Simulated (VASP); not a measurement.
# C (P6_3/mmc) in VASP: further runs, part 2 of 3

VASP 6.6.1. The steps go on from the part before.

## Step 3: Single point, PBEsol+D3(BJ) (volume 9.020 Å^3 an atom, c/a of the conventional cell 2.4308)

Input file INCAR:

```
SYSTEM = C
PREC = Accurate
ENCUT = 520
EDIFF = 1E-6
ISMEAR = 0
SIGMA = 0.15
LREAL = .False.
LASPH = .True.
NELM = 100
ALGO = Normal
ISIF = 2
LWAVE = .False.
LCHARG = .False.
GGA = PS
IVDW = 12
NBANDS = 16
```

Input file KPOINTS:

```
Automatic mesh
0
Gamma
  21 21 8
  0 0 0
```

Input file POSCAR:

```
C
1.0
    2.5782729358      0.0000000000      0.0000000000
   -1.2891364679      2.2328498603      0.0000000000
    0.0000000000      0.0000000000      6.2672658523
C
4
Direct
    0.0000000000      0.0000000000      0.0025000000
    0.0000000000      0.0000000000      0.5025000000
    0.3333333333      0.6666666667      0.0025000000
    0.6666666667      0.3333333333      0.5025000000
```

Potentials or basis: VASP PAW PBE potentials, release 64 (C).

Launch:

```console
$ cat potpaw_PBE.64/C/POTCAR > POTCAR
$ mpirun -np 1 vasp_std > vasp.out
```

OUTCAR:

```text
SYSTEM = C
   PREC = Accurate
   ENCUT = 520
   EDIFF = 1E-6
   ISMEAR = 0
   LREAL = .False.
   LASPH = .True.
   NELM = 100
   ISIF = 2
   GGA = PS
   IVDW = 12
 IVDW          = 12

 ion  position               nearest neighbor table
   1  0.000  0.000  0.002-   3 1.49   3 1.49   3 1.49
   2  0.000  0.000  0.502-   4 1.49   4 1.49   4 1.49
   3  0.333  0.667  0.002-   1 1.49   1 1.49   1 1.49
   4  0.667  0.333  0.502-   2 1.49   2 1.49   2 1.49

  LATTYP: Found a hexagonal cell.
 ALAT       =     2.5782729358
 C/A-ratio  =     2.4308000000

  Lattice vectors:

 A1 = (   2.5782729358,   0.0000000000,   0.0000000000)
 A2 = (  -1.2891364679,   2.2328498603,   0.0000000000)
 A3 = (   0.0000000000,   0.0000000000,   6.2672658523)

Analysis of symmetry for initial positions (statically):
=====================================================================
 Subroutine PRICEL returns:
 Original cell was already a primitive cell.

 Routine SETGRP: Setting up the symmetry group for a
 hexagonal supercell.

 Subroutine GETGRP returns: Found 24 space group operations
 (whereof  6 operations were pure point group operations)
 out of a pool of 24 trial point group operations.

The static configuration has the point symmetry C_3v.
 The point group associated with its full space group is D_6h.

Analysis of symmetry for dynamics (positions and initial velocities):
=====================================================================
 Subroutine PRICEL returns:
 Original cell was already a primitive cell.

 Routine SETGRP: Setting up the symmetry group for a
 hexagonal supercell.

 Subroutine GETGRP returns: Found 24 space group operations
 (whereof  6 operations were pure point group operations)
 out of a pool of 24 trial point group operations.

The dynamic configuration has the point symmetry C_3v.
 The point group associated with its full space group is D_6h.

 Subroutine INISYM returns: Found 24 space group operations
 (whereof  6 operations are pure point group operations),
 and found     1 'primitive' translations

----------------------------------------------------------------------------------------

                                     Primitive cell

  volume of cell :      36.0800

  direct lattice vectors                    reciprocal lattice vectors
     2.578272936  0.000000000  0.000000000     0.387856532  0.223929073  0.000000000
    -1.289136468  2.232849860  0.000000000     0.000000000  0.447858147  0.000000000
     0.000000000  0.000000000  6.267265852     0.000000000  0.000000000  0.159559212

  length of vectors
     2.578272936  2.578272936  6.267265852     0.447858147  0.447858147  0.159559212

  position of ions in fractional coordinates (direct lattice)
     0.000000000  0.000000000  0.002500000
     0.000000000  0.000000000  0.502500000
     0.333333333  0.666666667  0.002500000
     0.666666667  0.333333333  0.502500000

  ion indices of the primitive-cell ions
   primitive index   ion index
                 1           1
                 2           2
                 3           3
                 4           4

----------------------------------------------------------------------------------------

 KPOINTS: Automatic mesh

Automatic generation of k-mesh.
[... 25 lines left out ...]
  0.095238  0.000000  0.000000      6.000000
  0.142857 -0.000000  0.000000      6.000000
  0.190476  0.000000  0.000000      6.000000
  0.238095  0.000000  0.000000      6.000000
[... 16 lines left out ...]
  0.142857  0.095238  0.000000     12.000000
  0.190476  0.095238  0.000000     12.000000
 [... further k-points ...]
   k-points           NKPTS =    240   k-points in BZ     NKDIM =    240   number of bands    NBANDS=     16
   number of dos      NEDOS =    301   number of ions     NIONS =      4
   total plane-waves  NPLWV =  19200
   dimension x,y,z NGX =    20 NGY =   20 NGZ =   48
   dimension x,y,z NGXF=    40 NGYF=   40 NGZF=   96
   ions per type =               4
   NGX,Y,Z   is equivalent  to a cutoff of  12.90, 12.90, 12.73 a.u.
   NGXF,Y,Z  is equivalent  to a cutoff of  25.79, 25.79, 25.47 a.u.
 SYSTEM =  C
   PREC   = accura    normal or accurate (medium, high low for compatibility)
   ISTART =      0    job   : 0-new  1-cont  2-samecut
   ICHARG =      2    charge: 1-file 2-atom 10-const
   ISPIN  =      1    spin polarized calculation?
   LNONCOLLINEAR =      F non collinear calculations
   LSORBIT =      F    spin-orbit coupling
   LASPH  =      T    aspherical Exc in radial PAW
   ENCUT  =  520.0 eV  38.22 Ry    6.18 a.u.   4.79  4.79 11.65*2*pi/ulx,y,z
   NELM   =    100;   NELMIN=  2; NELMDL= -5     # of ELM steps
   EDIFF  = 0.1E-05   stopping-criterion for ELM
   LREAL  =      F    real-space projection
   EDIFFG = 0.1E-04   stopping-criterion for IOM
   NSW    =      0    number of steps for IOM
   IBRION =     -1    ionic relax: 0-MD 1-quasi-New 2-CG
   NFREE  =      0    steps in history (QN), initial steepest desc. (CG)
   ISIF   =      2    stress and relaxation
   ISYM   =      2    0-nonsym 1-usesym 2-fastsym
   POTIM  = 0.5000    time-step for ionic-motion
   TEBEG  =    0.0;   TEEND  =   0.0 temperature during run
   PSTRESS=    0.0 pullay stress
   NELECT =      16.0000    total number of electrons
   NUPDOWN=      -1.0000    fix difference up-down
   EMIN   =  10.00;   EMAX   =-10.00  energy-range for DOS
   EFERMI =   0.00;   METHOD = LEGACY
   ISMEAR =     0;   SIGMA  =   0.15  broadening in eV -4-tet -1-fermi 0-gaus
   EFERMI_NEDOS =   21; number of points for ismear=-14 and -15
   IALGO  =     38    algorithm
   IMIX   =      4    mixing-type and parameters
     AMIX     =   0.40;   BMIX     =  1.00
     AMIX_MAG =   1.60;   BMIX_MAG =  1.00
  volume/ion in A,a.u.               =       9.02        60.87
  Fermi-wavevector in a.u.,A,eV,Ry     =   1.248416  2.359164 21.205257  1.558542
  Thomas-Fermi vector in A             =   2.382504
   LORBIT       =      0    0 simple, 1 ext, 2 COOP (PROOUT), +10 PAW based schemes
   GGA     = PS    functional components
   LHFCALC =     F    Hartree Fock is set to
   AEXX    =    0.0000 exact exchange contribution
   IVDW    =    12    specifies the selected vdW correction
   LEPSILON=     F    determine dielectric tensor
   LRPA    =     F    only Hartree local field effects (RPA)
 non-spin polarized calculation
 Gauss-broadening in eV      SIGMA  =   0.15
  energy-cutoff  :      520.00
  volume of cell :       36.08
 maximum number of plane-waves:       984
 NGX is ok and might be reduce to    20
   NGX =  9   NGY =  9   NGZ = 23

 number of electron      16.0000000 magnetization

 Free energy of the ion-electron system (eV)
  ---------------------------------------------------
  ext. energy  EPLUGINS =         0.00000000
  ---------------------------------------------------
  free energy    TOTEN  =       -37.96872579 eV

  energy without entropy =      -37.96785716  energy(sigma->0) =      -37.96829148

 E-fermi :   4.3819     XC(G=0): -10.7296

 val. band max:        4.3807074667   @ k =   0.3333   0.3333   0.2500
 cond. band min:       4.4114407555   @ k =   0.3333   0.3333   0.3750
 fundamental gap:      0.0307332888
 Fermi energy:         4.3818844098

 k-point     1 :       0.0000    0.0000    0.0000
  band No.  band energies     occupation
      1     -14.2630      2.00000
      2     -13.7213      2.00000
      3      -3.6707      2.00000
      4      -0.7604      2.00000
      5       1.3997      2.00000
      6       1.3997      2.00000
[... 433 lines left out ...]
      3      -2.5841      2.00000
      4      -2.4176      2.00000
      5      -2.0228      2.00000
      6      -0.8318      2.00000
[... 8 lines left out ...]
     15      14.9658      0.00000
     16      17.5080      0.00000

 [... further k-points ...]

------------------------ aborting loop because EDIFF is reached ----------------------------------------

 Edisp (eV)   -0.44957

 E8    (eV) :    -0.2184

  FORCE on cell =-STRESS in cart. coord.  units (eV):
  Direction    XX          YY          ZZ          XY          YZ          ZX
  --------------------------------------------------------------------------------------
  -------------------------------------------------------------------------------------
  Total     -11.94007   -11.94007     0.54388     0.00000     0.00000    -0.00000
  in kB    -530.21389  -530.21389    24.15169     0.00000     0.00000    -0.00000
  external pressure =     -345.43 kB  Pullay stress =        0.00 kB

 VOLUME and BASIS-vectors are now :
 -----------------------------------------------------------------------------
  energy-cutoff  :      520.00
  volume of cell :       36.08
      direct lattice vectors                 reciprocal lattice vectors
     2.578272936  0.000000000  0.000000000     0.387856532  0.223929073  0.000000000
    -1.289136468  2.232849860  0.000000000     0.000000000  0.447858147  0.000000000
     0.000000000  0.000000000  6.267265852     0.000000000  0.000000000  0.159559212

 POSITION                                       TOTAL-FORCE (eV/Angst)
 -----------------------------------------------------------------------------------
      0.00000      0.00000      0.01567        -0.000000      0.000000      0.000000
      0.00000      0.00000      3.14930         0.000000     -0.000000      0.000000
     -0.00000      1.48857      0.01567         0.000000     -0.000000     -0.000000
      1.28914      0.74428      3.14930         0.000000      0.000000     -0.000000
 -----------------------------------------------------------------------------------
    total drift:                                0.000000      0.000000     -0.000013

  FREE ENERGIE OF THE ION-ELECTRON SYSTEM (eV)
  ---------------------------------------------------
  free  energy   TOTEN  =       -38.4182925625 eV

  energy  without entropy=      -38.4174239344  energy(sigma->0) =      -38.41785825
```

stdout:

```text
POSCAR found type information on POSCAR C
 POSCAR found :  1 types and       4 ions
 scaLAPACK will be used
 -----------------------------------------------------------------------------
|                                                                             |
|                                                                             |
|     You enforced a specific xc type in the INCAR file but a different       |
|     I HOPE YOU KNOW WHAT YOU ARE DOING!                                     |
|                                                                             |
 -----------------------------------------------------------------------------

 LDA part: xc-table for (Slater+PW92), standard interpolation
 POSCAR, INCAR and KPOINTS ok, starting setup
 FFT: planning ... GRIDC
 FFT: planning ... GRID_SOFT
 FFT: planning ... GRID
 WAVECAR not read
 entering main loop
```

It took 44 s on 1 thread of Intel Xeon 6975P-C (Granite Rapids), shared host; peak memory 0.22 GiB.

What came out:

| Property | Result |
| --- | --- |
| Free energy | -38.4183 eV |
| Pressure | -34.5 GPa |
| Band gap on the k mesh | zero (band 8 reaches 4.41 eV, above the bottom of band 9 at 4.34 eV) |
| Dispersion energy per atom | -0.112 eV |

Levels at points of the mesh, in eV from the Fermi level:
| k point | band 5 | band 6 | band 7 | band 8 | band 9 | band 10 | band 11 | band 12 |
| --- | --- | --- | --- | --- | --- | --- | --- | --- |
| (0.00, 0.00, 0.00) | -2.98 | -2.98 | -2.94 | -2.94 | 5.28 | 7.46 | 7.46 | 7.57 |
| (0.00, 0.00, 0.50) | -2.96 | -2.96 | -2.96 | -2.96 | 7.52 | 7.52 | 7.52 | 7.52 |

Caveat: the PAW data sets were made with another functional, which shifts forces and pressure a little.

## Step 4: Single point, PBEsol+D3(BJ) (volume 9.020 Å^3 an atom, c/a of the conventional cell 2.9481)

Input file INCAR:

```
SYSTEM = C
PREC = Accurate ; ENCUT = 520
EDIFF = 1E-6 ; ISMEAR = 0
SIGMA = 0.15 ; LREAL = .FALSE.
LASPH = .TRUE. ; NELM = 80
ALGO = Normal ; ISIF = 2
LWAVE = .FALSE. ; LCHARG = .TRUE.
GGA = PS ; IVDW = 12
LELF = .TRUE. ; LVHAR = .TRUE.
NBANDS = 16
```

Input file KPOINTS:

```
Automatic mesh
0
G
  21 21 8
  0 0 0
```

Input file POSCAR:

```
C
1.0
    2.4176748652      0.0000000000      0.0000000000
   -1.2088374326      2.0937678513      0.0000000000
    0.0000000000      0.0000000000      7.1275472700
C
4
Direct
    0.0000000000      0.0000000000      0.0025000000
    0.0000000000      0.0000000000      0.5025000000
    0.3333333333      0.6666666667      0.0025000000
    0.6666666667      0.3333333333      0.5025000000
```

Launch:

```console
$ cat potpaw_PBE.64/C/POTCAR > POTCAR
$ mpirun -np 1 vasp_std > vasp.out
```

Wall time 52 s (1 thread of Intel Xeon 6975P-C (Granite Rapids), shared host); peak memory 0.22 GiB.

The run converged. Its results:

```
Free energy                : -38.9019 eV
Pressure                   : 15.0 GPa
Band gap on the k mesh     : zero (band 8 reaches 4.43 eV, above the bottom of band 9 at 4.42 eV)
Dispersion energy per atom : -0.103 eV
```

Stress tensor (GPa, compression positive):
```
23.48  0.00  0.00
 0.00 23.48  0.00
 0.00  0.00 -1.88
```

Levels at points of the mesh, in eV from the Fermi level:
```
           k point  band 5  band 6  band 7  band 8  band 9  band 10  band 11  band 12
(0.00, 0.00, 0.00)   -2.96   -2.96   -2.95   -2.95    3.42     8.69     8.69     8.72
(0.00, 0.00, 0.50)   -2.95   -2.95   -2.95   -2.95    5.62     5.62     8.70     8.70
```

Caveat: the PAW data sets were made with another functional, which shifts forces and pressure a little.

(Continued in part 3 of 3.)
